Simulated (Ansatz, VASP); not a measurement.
WC in VASP and in Ansatz

Contents of INCAR:

```
SYSTEM = WC
ALGO = Normal
EDIFF = 1E-6
ENCUT = 520
GGA = CA
ISIF = 2
ISMEAR = 0
LASPH = .True.
LCHARG = .False.
LREAL = .False.
LWAVE = .False.
NBANDS = 16
NELM = 100
PREC = Accurate
SIGMA = 0.1
```

Contents of KPOINTS:

```
k-points
0
Gamma
  9 9 6
  0 0 0
```

The input POSCAR:

```
WC
1.0
    2.8820700000      0.0000000000      0.0000000000
   -1.4410350000      2.4959458400      0.0000000000
    0.0000000000      0.0000000000      2.8238700000
W C
1 1
Direct
    0.0000000000      0.0000000000      0.0000000000
    0.6666666700      0.3333333300      0.5000000000
```

Input for Ansatz:

```yaml
crystal:
  lattice:
    - [2.88207, 0.0, 0.0]
    - [-1.441035, 2.49594584, 0.0]
    - [0.0, 0.0, 2.82387]
  atoms:
    - { symbol: W, position: [0.0, 0.0, 0.0] }
    - { symbol: C, position: [0.66666667, 0.33333333, 0.5] }
basis:
  ecutwfc: 420
kpoints:
  mp_grid: { grid: [9, 9, 6] }
hamiltonian:
  xc: lda
  pseudopotentials: { kind: paw, azcp: { folder: soft_1 } }
scf:
  occupations: { method: gaussian, width: 0.1 }
output:
  forces: true
  stress: true
  eigenvalues: true
```

Alike in both runs: task single point; functional LDA; k mesh 9 × 9 × 6; occupations gaussian, width 0.1 eV; no spin polarisation.

|  | VASP | Ansatz |
| --- | --- | --- |
| version | VASP 6.6.1 | Ansatz 0.2.0 |
| potentials or method | VASP PAW LDA potentials, release 64 (W_sv, C), cutoff 520 eV | scalar-relativistic, plane waves, PAW |
| valence electrons in the cell | 18 | 18 |

```csv
,VASP,Ansatz,Ansatz less VASP
gap on the k mesh at the Fermi level (eV),none,none,-
pressure (GPa),1.4,-1.1,-2.51
"traceless stress, the component that is largest in VASP (GPa)",-3.57,-3.79,-0.222
```

Ansatz warns that its potentials were made for another functional, while VASP's fit it. LDA's correlation is that of Perdew and Zunger in VASP and of Perdew and Wang (1992) in Ansatz. A gap of «none» marks a metal or a gap that the smearing closes.

The k mesh is coarse, so the values compare programs but aren't converged. Spin-orbit coupling is off throughout.
